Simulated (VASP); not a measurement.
# Ba (Im-3m) in VASP: a series of runs

The runs below take Ba through single point, relaxation of cell and atoms, with PBE.

All numbers are computed with VASP 6.6.1; they aren't measurements. Logs are shortened: lines on timing, memory, paths and dates and some standing lists are left out, and cuts for length are marked.

## Step 1: The cell of the first run

Symmetry: Im-3m, No. 229, cubic system. The conventional cell has a = 4.921 Å, b = 4.921 Å, c = 4.921 Å, α = 90.00°, β = 90.00°, γ = 90.00°. Ba (site symmetry m-3m) has 14 Ba at 4.26 to 4.92 Å within 5.6 Å.

## Step 2: Single point, PBE (strained)

The input, INCAR:

```
SYSTEM = Ba
PREC = Accurate
ENCUT = 520
EDIFF = 1E-6
ISMEAR = 0
SIGMA = 0.1
LREAL = .False.
LASPH = .True.
NELM = 80
ALGO = Normal
ISIF = 2
LWAVE = .False.
LCHARG = .False.
GGA = PE
NBANDS = 11
```

The input, KPOINTS:

```
regular mesh
0
Gamma
  12 12 12
  0 0 0
```

The input, POSCAR:

```
Ba
1.0
   -2.4604000000      2.4604000000      2.4604000000
    2.4604000000     -2.4604000000      2.4604000000
    2.4604000000      2.4604000000     -2.4604000000
Ba
1
Direct
    0.0000000000      0.0000000000      0.0000000000
```

Potentials or basis: VASP PAW PBE potentials, release 64 (Ba_sv).

Launch:

```bash
cat potpaw_PBE.64/Ba_sv/POTCAR > POTCAR
mpirun -np 1 vasp_std > vasp.out
```

OUTCAR:

```text
SYSTEM = Ba
   PREC = Accurate
   ENCUT = 520
   EDIFF = 1E-6
   ISMEAR = 0
   LREAL = .False.
   LASPH = .True.
   NELM = 80
   ISIF = 2
   GGA = PE

 ion  position               nearest neighbor table
   1  0.000  0.000  0.000-

  LATTYP: Found a body centered cubic cell.
 ALAT       =     4.9208000000

  Lattice vectors:

 A1 = (  -2.4604000000,   2.4604000000,   2.4604000000)
 A2 = (   2.4604000000,  -2.4604000000,   2.4604000000)
 A3 = (   2.4604000000,   2.4604000000,  -2.4604000000)

Analysis of symmetry for initial positions (statically):
=====================================================================
 Subroutine PRICEL returns:
 Original cell was already a primitive cell.

 Routine SETGRP: Setting up the symmetry group for a
 body centered cubic supercell.

 Subroutine GETGRP returns: Found 48 space group operations
 (whereof 48 operations were pure point group operations)
 out of a pool of 48 trial point group operations.

The static configuration has the point symmetry O_h .

Analysis of symmetry for dynamics (positions and initial velocities):
=====================================================================
 Subroutine PRICEL returns:
 Original cell was already a primitive cell.

 Routine SETGRP: Setting up the symmetry group for a
 body centered cubic supercell.

 Subroutine GETGRP returns: Found 48 space group operations
 (whereof 48 operations were pure point group operations)
 out of a pool of 48 trial point group operations.

The dynamic configuration has the point symmetry O_h .

 Subroutine INISYM returns: Found 48 space group operations
 (whereof 48 operations are pure point group operations),
 and found     1 'primitive' translations

----------------------------------------------------------------------------------------

                                     Primitive cell

  volume of cell :      59.5768

  direct lattice vectors                    reciprocal lattice vectors
    -2.460400000  2.460400000  2.460400000     0.000000000  0.203218989  0.203218989
     2.460400000 -2.460400000  2.460400000     0.203218989  0.000000000  0.203218989
     2.460400000  2.460400000 -2.460400000     0.203218989  0.203218989  0.000000000

  length of vectors
     4.261537807  4.261537807  4.261537807     0.287395050  0.287395050  0.287395050

  position of ions in fractional coordinates (direct lattice)
     0.000000000  0.000000000  0.000000000

  ion indices of the primitive-cell ions
   primitive index   ion index
                 1           1

----------------------------------------------------------------------------------------

 KPOINTS: regular mesh

Automatic generation of k-mesh.
 Grid dimensions read from file:
 generate k-points for:   12   12   12

 Generating k-lattice:

  Cartesian coordinates                     Fractional coordinates (reciprocal lattice)
     0.000000000  0.016934916  0.016934916     0.083333333  0.000000000  0.000000000
     0.016934916  0.000000000  0.016934916     0.000000000  0.083333333  0.000000000
     0.016934916  0.016934916  0.000000000     0.000000000  0.000000000  0.083333333

  Length of vectors
     0.023949588  0.023949588  0.023949588

  Shift w.r.t. Gamma in fractional coordinates (k-lattice)
     0.000000000  0.000000000  0.000000000

 Subroutine IBZKPT returns following result:
 ===========================================

 Found     72 irreducible k-points:

 Following reciprocal coordinates:
            Coordinates               Weight
  0.000000  0.000000  0.000000      1.000000
  0.083333  0.000000  0.000000     12.000000
  0.166667  0.000000  0.000000     12.000000
  0.250000  0.000000  0.000000     12.000000
  0.333333  0.000000  0.000000     12.000000
  0.416667  0.000000  0.000000     12.000000
[... 16 lines left out ...]
  0.333333  0.083333  0.083333     24.000000
  0.416667  0.083333  0.083333     12.000000
 [... further k-points ...]
   k-points           NKPTS =     72   k-points in BZ     NKDIM =     72   number of bands    NBANDS=     11
   number of dos      NEDOS =    301   number of ions     NIONS =      1
   total plane-waves  NPLWV =  32768
   dimension x,y,z NGX =    32 NGY =   32 NGZ =   32
   dimension x,y,z NGXF=    64 NGYF=   64 NGZF=   64
   ions per type =               1
   NGX,Y,Z   is equivalent  to a cutoff of  12.48, 12.48, 12.48 a.u.
   NGXF,Y,Z  is equivalent  to a cutoff of  24.97, 24.97, 24.97 a.u.
 SYSTEM =  Ba
   PREC   = accura    normal or accurate (medium, high low for compatibility)
   ISTART =      0    job   : 0-new  1-cont  2-samecut
   ICHARG =      2    charge: 1-file 2-atom 10-const
   ISPIN  =      1    spin polarized calculation?
   LNONCOLLINEAR =      F non collinear calculations
   LSORBIT =      F    spin-orbit coupling
   LASPH  =      T    aspherical Exc in radial PAW
   ENCUT  =  520.0 eV  38.22 Ry    6.18 a.u.   7.92  7.92  7.92*2*pi/ulx,y,z
   NELM   =     80;   NELMIN=  2; NELMDL= -5     # of ELM steps
   EDIFF  = 0.1E-05   stopping-criterion for ELM
   LREAL  =      F    real-space projection
   EDIFFG = 0.1E-04   stopping-criterion for IOM
   NSW    =      0    number of steps for IOM
   IBRION =     -1    ionic relax: 0-MD 1-quasi-New 2-CG
   NFREE  =      0    steps in history (QN), initial steepest desc. (CG)
   ISIF   =      2    stress and relaxation
   ISYM   =      2    0-nonsym 1-usesym 2-fastsym
   POTIM  = 0.5000    time-step for ionic-motion
   TEBEG  =    0.0;   TEEND  =   0.0 temperature during run
   PSTRESS=    0.0 pullay stress
   NELECT =      10.0000    total number of electrons
   NUPDOWN=      -1.0000    fix difference up-down
   EMIN   =  10.00;   EMAX   =-10.00  energy-range for DOS
   EFERMI =   0.00;   METHOD = LEGACY
   ISMEAR =     0;   SIGMA  =   0.10  broadening in eV -4-tet -1-fermi 0-gaus
   EFERMI_NEDOS =   21; number of points for ismear=-14 and -15
   IALGO  =     38    algorithm
   IMIX   =      4    mixing-type and parameters
     AMIX     =   0.40;   BMIX     =  1.00
     AMIX_MAG =   1.60;   BMIX_MAG =  1.00
  volume/ion in A,a.u.               =      59.58       402.04
  Fermi-wavevector in a.u.,A,eV,Ry     =   0.903058  1.706533 11.095745  0.815514
  Thomas-Fermi vector in A             =   2.026338
   LORBIT       =      0    0 simple, 1 ext, 2 COOP (PROOUT), +10 PAW based schemes
   GGA     = PE    functional components
   LHFCALC =     F    Hartree Fock is set to
   AEXX    =    0.0000 exact exchange contribution
   IVDW    =     0    specifies the selected vdW correction
   LEPSILON=     F    determine dielectric tensor
   LRPA    =     F    only Hartree local field effects (RPA)
 non-spin polarized calculation
 Gauss-broadening in eV      SIGMA  =   0.10
  energy-cutoff  :      520.00
  volume of cell :       59.58
 maximum number of plane-waves:      1638
   NGX = 15   NGY = 15   NGZ = 15

 number of electron      10.0000000 magnetization

 number of electron       9.9999999 magnetization

 Free energy of the ion-electron system (eV)
  ---------------------------------------------------
  ext. energy  EPLUGINS =         0.00000000
  ---------------------------------------------------
  free energy    TOTEN  =        -1.90331302 eV

  energy without entropy =       -1.89695388  energy(sigma->0) =       -1.90013345

 E-fermi :   1.8349     XC(G=0):  -7.5891

 val. band max:        1.8222744850   @ k =  -0.3333   0.3333   0.3333
 cond. band min:       1.8549273429   @ k =  -0.4167  -0.4167   0.1667
 fundamental gap:      0.0326528579
 Fermi energy:         1.8348719939

 k-point     1 :       0.0000    0.0000    0.0000
  band No.  band energies     occupation
      1     -26.9571      2.00000
      2     -11.8716      2.00000
      3     -11.8716      2.00000
      4     -11.8716      2.00000
      5      -0.9393      2.00000
      6       3.7296      0.00000
      7       3.7296      0.00000
      8       3.7296      0.00000
      9       5.2057      0.00000
     10       5.2057      0.00000
     11       8.9351      0.00000

 k-point     2 :       0.0833    0.0000    0.0000
  band No.  band energies     occupation
      1     -26.9534      2.00000
      2     -11.9116      2.00000
      3     -11.8837      2.00000
      4     -11.8719      2.00000
      5      -0.8001      2.00000
      6       3.6147      0.00000
      7       3.6688      0.00000
      8       3.8713      0.00000
      9       5.0178      0.00000
     10       5.1951      0.00000
     11       9.0962      0.00000

 k-point     3 :       0.1667    0.0000    0.0000
  band No.  band energies     occupation
      1     -26.9433      2.00000
      2     -12.0182      2.00000
      3     -11.9164      2.00000
      4     -11.8728      2.00000
      5      -0.4129      2.00000
      6       3.3384      0.00000
      7       3.4057      0.00000
      8       4.2891      0.00000
      9       4.8488      0.00000
     10       5.1951      0.00000
     11       9.4299      0.00000

 k-point     4 :       0.2500    0.0000    0.0000
  band No.  band energies     occupation
      1     -26.9295      2.00000
      2     -12.1581      2.00000
      3     -11.9605      2.00000
      4     -11.8739      2.00000
      5       0.1234      2.00000
      6       3.0228      0.00000
      7       3.0350      0.00000
      8       4.9550      0.00000
      9       4.9602      0.00000
     10       5.2638      0.00000
     11       9.3388      0.00000
[... 239 lines left out ...]
 k-point    22 :       0.2500    0.0833    0.0833
  band No.  band energies     occupation
      1     -26.9131      2.00000
      2     -12.2953      2.00000
      3     -12.0086      2.00000
      4     -11.9086      2.00000
      5       0.8791      2.00000
      6       2.6204      0.00000
      7       2.6734      0.00000
      8       5.2471      0.00000
      9       5.5330      0.00000
     10       6.3015      0.00000
     11       8.9846      0.00000

 k-point    23 :       0.3333    0.0833    0.0833
  band No.  band energies     occupation
      1     -26.9040      2.00000
      2     -12.3615      2.00000
      3     -12.0551      2.00000
      4     -11.9117      2.00000
      5       1.1507      2.00000
      6       2.4829      0.00000
      7       2.8704      0.00000
      8       5.3502      0.00000
      9       5.7343      0.00000
     10       7.1152      0.00000
     11       8.3366      0.00000

 k-point    24 :       0.4167    0.0833    0.0833
  band No.  band energies     occupation
      1     -26.9007      2.00000
      2     -12.3848      2.00000
      3     -12.0725      2.00000
      4     -11.9129      2.00000
      5       1.2000      2.00000
      6       2.4367      0.00000
      7       3.0734      0.00000
      8       5.3359      0.00000
      9       5.8328      0.00000
     10       7.6440      0.00000
     11       7.8850      0.00000

 [... further k-points ...]

------------------------ aborting loop because EDIFF is reached ----------------------------------------

  FORCE on cell =-STRESS in cart. coord.  units (eV):
  Direction    XX          YY          ZZ          XY          YZ          ZX
  --------------------------------------------------------------------------------------
  -------------------------------------------------------------------------------------
  Total        0.2350395      0.2350395      0.2350395      0.0000000      0.0000000      0.0000000
  in kB        6.3208340      6.3208340      6.3208340      0.0000000      0.0000000      0.0000000
  external PRESSURE =       6.3208340 kB  Pullay stress =       0.0000000 kB

 VOLUME and BASIS-vectors are now :
 -----------------------------------------------------------------------------
  energy-cutoff  :      520.00
  volume of cell :       59.58
      direct lattice vectors                 reciprocal lattice vectors
    -2.460400000  2.460400000  2.460400000     0.000000000  0.203218989  0.203218989
     2.460400000 -2.460400000  2.460400000     0.203218989  0.000000000  0.203218989
     2.460400000  2.460400000 -2.460400000     0.203218989  0.203218989  0.000000000

 POSITION                                       TOTAL-FORCE (eV/Angst)
 -----------------------------------------------------------------------------------
      0.00000      0.00000      0.00000        -0.000000      0.000000      0.000000
 -----------------------------------------------------------------------------------
    total drift:                                0.000000      0.000000     -0.000000

  FREE ENERGIE OF THE ION-ELECTRON SYSTEM (eV)
  ---------------------------------------------------
  free  energy   TOTEN  =        -1.9033130159 eV

  energy  without entropy=       -1.8969538810  energy(sigma->0) =       -1.90013345
```

Wall time 14 s (1 thread of AMD EPYC 9R45 (Zen 5), shared host); peak memory 0.17 GiB.

Results:

```
Free energy            : -1.9033 eV
Pressure               : 0.6 GPa
Band gap on the k mesh : zero (band 5 reaches 2.41 eV, above the bottom of band 6 at 1.21 eV)
```

Caveat: the cell differs from its parent crystal (strained); spin-orbit coupling is left out, which moves the levels of the heavy elements.

## Step 3: Single point, PBE

This run uses another cell than the first one, of 63.26 Å³/atom, 1.062 times its volume.

The input, INCAR:

```
SYSTEM = Ba
  ALGO = Fast
  EDIFF = 1E-6
  ENCUT = 520
  GGA = PE
  ISIF = 2
  ISMEAR = 0
  LASPH = .True.
  LCHARG = .False.
  LREAL = .False.
  LWAVE = .False.
  NBANDS = 11
  NELM = 60
  PREC = Accurate
  SIGMA = 0.1
```

The input, KPOINTS:

```
k-points
0
Gamma
  12 12 12
  0 0 0
```

The input, POSCAR:

```
Ba
1.0
   -2.5100913235      2.5100913235      2.5100913235
    2.5100913235     -2.5100913235      2.5100913235
    2.5100913235      2.5100913235     -2.5100913235
Ba
1
Direct
    0.0000000000      0.0000000000      0.0000000000
```

Potentials or basis: VASP PAW PBE potentials, release 64 (Ba_sv).

Launch:

```bash
cat potpaw_PBE.64/Ba_sv/POTCAR > POTCAR
mpirun -np 1 vasp_std > vasp.out
```

Wall time 58 s (1 thread of AMD EPYC 9R45, shared host); peak memory 0.17 GiB.

It converged, with:

- Free energy: -1.9109 eV
- Pressure: 0.1 GPa
- Band gap on the k mesh: zero (band 5 reaches 2.15 eV, above the bottom of band 6 at 1.09 eV)

Levels at points of the mesh, in eV from the Fermi level:
| k point | band 2 | band 3 | band 4 | band 5 | band 6 | band 7 | band 8 | band 9 |
| --- | --- | --- | --- | --- | --- | --- | --- | --- |
| (0.00, 0.00, 0.00) | -13.84 | -13.84 | -13.84 | -2.75 | 1.83 | 1.83 | 1.83 | 3.22 |
| (0.50, 0.00, 0.00) | -14.29 | -13.99 | -13.84 | -0.89 | 0.70 | 1.24 | 3.19 | 3.77 |
| (0.50, 0.50, 0.50) | -14.16 | -14.16 | -14.16 | -0.54 | -0.54 | 4.34 | 4.34 | 4.34 |

Caveat: spin-orbit coupling is left out, which moves the levels of the heavy elements.

## Step 4: Single point, PBE

This run uses another cell than the first one, of 63.26 Å³/atom, 1.062 times its volume.

The input, INCAR:

```
ALGO = Fast ; EDIFF = 1E-6
ENCUT = 520 ; GGA = PE
ISIF = 2 ; ISMEAR = 0
LASPH = T ; LCHARG = T
LELF = T ; LREAL = F
LVHAR = T ; LWAVE = F
NBANDS = 11 ; NELM = 80
PREC = Accurate ; SIGMA = 0.15
```

The input, KPOINTS:

```
k-points
0
Gamma
  18 18 18
```

POSCAR is that of step 3.

Launch:

```bash
cat potpaw_PBE.64/Ba_sv/POTCAR > POTCAR
mpirun -np 1 vasp_std > vasp.out
```

It took 2.7 min on 1 thread of AMD EPYC 9R45, shared host; peak memory 0.25 GiB.

The run converged. Its results:

- Free energy: -1.9149 eV
- Pressure: 0.1 GPa
- Band gap on the k mesh: zero (band 5 reaches 2.09 eV, above the bottom of band 6 at 1.09 eV)

Levels at points of the mesh, in eV from the Fermi level:
| k point | band 1 | band 2 | band 3 | band 4 | band 5 | band 6 | band 7 | band 8 | band 9 | band 10 |
| --- | --- | --- | --- | --- | --- | --- | --- | --- | --- | --- |
| (0.00, 0.00, 0.00) | -28.89 | -13.84 | -13.84 | -13.84 | -2.75 | 1.83 | 1.83 | 1.83 | 3.22 | 3.22 |
| (0.50, 0.00, 0.00) | -28.85 | -14.29 | -13.99 | -13.84 | -0.89 | 0.69 | 1.24 | 3.19 | 3.77 | 5.20 |
| (0.50, 0.50, 0.50) | -28.82 | -14.16 | -14.16 | -14.16 | -0.54 | -0.54 | 4.34 | 4.34 | 4.34 | 4.71 |

Caveat: spin-orbit coupling is left out, which moves the levels of the heavy elements.

## Step 5: Relaxation of cell and atoms, PBE

This run uses another cell than the first one, of 62.50 Å³/atom, 1.049 times its volume.

The input, INCAR:

```
SYSTEM = Ba
  ALGO = Fast
  EDIFF = 1E-7
  EDIFFG = -0.005
  ENCUT = 600
  GGA = PE
  IBRION = 2
  ISIF = 3
  ISMEAR = 0
  LASPH = .TRUE.
  LCHARG = .FALSE.
  LREAL = .FALSE.
  LWAVE = .FALSE.
  NELM = 100
  NSW = 100
  PREC = Accurate
  SIGMA = 0.1
```

The input, KPOINTS:

```
k-points
0
G
  12 12 12
  0 0 0
```

The input, POSCAR:

```
Ba
1.0
   -2.5000000000      2.5000000000      2.5000000000
    2.5000000000     -2.5000000000      2.5000000000
    2.5000000000      2.5000000000     -2.5000000000
Ba
1
Direct
    0.0000000000      0.0000000000      0.0000000000
```

Launch:

```bash
cat potpaw_PBE.64/Ba_sv/POTCAR > POTCAR
mpirun -np 1 vasp_std > vasp.out
```

Wall time 5.1 min (1 thread of AMD EPYC 9R45, shared host); peak memory 0.21 GiB.

Results (log left out):

| Quantity | Value |
| --- | --- |
| Free energy | -1.9110 eV |
| Relaxed volume | 63.61 Å³/atom |
| Relaxed cell | a = 4.356 Å, b = 4.356 Å, c = 4.356 Å, α = 109.47°, β = 109.47°, γ = 109.47° |
| Space group after relaxing (to 0.05 Å) | Im-3m (No. 229) |
| Energy gained by relaxing | 0.5 meV/atom |
| Ionic steps | 4 |
| Pressure after relaxing | 0.0 GPa |
| Band gap on the k mesh | zero (band 5 reaches 2.13 eV, above the bottom of band 6 at 1.08 eV) |

Step by step:
| step | energy change (eV) | largest force (eV/Å) | pressure (GPa) | volume (Å³) |
| --- | --- | --- | --- | --- |
| 1 | 0.0000 | 0.0000 | 0.16 | 62.50 |
| 2 | -0.0004 | 0.0000 | 0.07 | 63.06 |
| 3 | -0.0005 | 0.0000 | 0.02 | 63.48 |
| 4 | -0.0005 | 0.0000 | 0.00 | 63.61 |

Final structure:
```
Ba
1.0
    -2.51466    2.51466    2.51466
     2.51466   -2.51466    2.51466
     2.51466    2.51466   -2.51466
Ba
1
Direct
  0.00000 0.00000 0.00000
```

Levels at points of the mesh, in eV from the Fermi level:
```csv
k point,band 1,band 2,band 3,band 4,band 5,band 6,band 7,band 8,band 9
"(0.00, 0.00, 0.00)",-28.90,-13.85,-13.85,-13.85,-2.74,1.82,1.82,1.82,3.21
"(0.50, 0.00, 0.00)",-28.86,-14.30,-14.00,-13.86,-0.88,0.70,1.22,3.18,3.75
"(0.50, 0.50, 0.50)",-28.83,-14.16,-14.16,-14.16,-0.53,-0.53,4.32,4.32,4.33
```

Caveat: spin-orbit coupling is left out, which moves the levels of the heavy elements. PBE usually gives volumes a little too large and moduli too small.

## Step 6: Overview

| task | cell | k mesh | cutoff (eV) | smearing | gap on the mesh (eV) | pressure (GPa) |
| --- | --- | --- | --- | --- | --- | --- |
| single point | a = 4.262 Å, angles 109.5°, 1 atom | 12 × 12 × 12 | 520 | gaussian 0.1 eV | none | 0.6 |
| single point | a = 4.348 Å, angles 109.5°, 1 atom | 12 × 12 × 12 | 520 | gaussian 0.1 eV | none | 0.1 |
| single point | a = 4.348 Å, angles 109.5°, 1 atom | 18 × 18 × 18 | 520 | gaussian 0.15 eV | none | 0.1 |
| relaxation of cell and atoms | relaxed from a = 4.330 Å, angles 109.5°, 1 atom | 12 × 12 × 12 | 600 | gaussian 0.1 eV | none | 0.0 |

Alike in all rows: level PBE; potentials or basis VASP PAW PBE potentials, release 64 (Ba_sv); no spin polarisation.

Caveats: spin-orbit coupling is left out, which moves the levels of the heavy elements.

Absolute energies hang on the potentials; compare differences alone.
